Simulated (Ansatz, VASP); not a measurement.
## Two plane-wave programs on CdF3

```
CELL_PARAMETERS angstrom
-2.52647 2.52647 2.52647
2.52647 -2.52647 2.52647
2.52647 2.52647 -2.52647
ATOMIC_POSITIONS crystal
Cd 0.00000 0.00000 0.00000
F 0.00000 0.50000 0.50000
F 0.50000 0.00000 0.50000
F 0.50000 0.50000 0.00000
```

Alike in both runs: task single point; functional PBE; k mesh 6 × 6 × 6; occupations gaussian, width 0.1 eV; no spin polarisation.

```csv
,VASP,Ansatz
version,VASP 6.6.1,Ansatz 0.2.0
potentials or method,"VASP PAW PBE potentials, release 64 (Cd, F), cutoff 520 eV","scalar-relativistic, plane waves, PAW"
valence electrons in the cell,33,41
```

|  | VASP | Ansatz | Ansatz less VASP |
| --- | --- | --- | --- |
| gap on the k mesh at the Fermi level (eV) | none | none | - |
| pressure (GPa) | -10.4 | -10.3 | +0.09 |

A gap of «none» marks a metal or a gap that the smearing closes. The functional is the same, so the differences come from potentials, cutoffs and numerics. VASP's potentials hold 33 valence electrons a cell and Ansatz's 41, so a difference there can come from the potentials and not from the codes.
